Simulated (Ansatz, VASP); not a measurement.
**Two plane-wave programs on Sr2V**

```
Sr V
1.0
    -2.32286    2.32286    3.80973
     2.32286   -2.32286    3.80973
     2.32286    2.32286   -3.80973
Sr V
2 1
Direct
  0.59300 0.59300 0.00000
  0.40700 0.40700 0.00000
  0.00000 0.00000 0.00000
```

Alike in both runs: task single point; functional PBE; k mesh 6 × 6 × 6; occupations gaussian, width 0.1 eV; collinear spin.

|  | VASP | Ansatz |
| --- | --- | --- |
| version | VASP 6.6.1 | Ansatz 0.2.0 |
| potentials or method | VASP PAW PBE potentials, release 64 (Sr_sv, V_sv), cutoff 520 eV | scalar-relativistic, plane waves, PAW |
| valence electrons in the cell | 33 | 33 |

VASP gave:

```
gap on the k mesh at the Fermi level (eV)                     : none
rms of the force components (eV/Å)                            : 78.604
net moment per atom (μB)                                      : 1.05
size of the moment on the site where the two differ most (μB) : 2.70
```

Problem. Estimate Ansatz's values.

Solution. gap on the k mesh at the Fermi level (eV): none; rms of the force components (eV/Å): 73.177; net moment per atom (μB): 1.05; size of the moment on the site where the two differ most (μB): 2.83.

Site moments also hang on the region over which each program counts them. Atom by atom the forces differ by 5.426 eV/Å (rms over components). A gap of «none» marks a metal or a gap that the smearing closes.
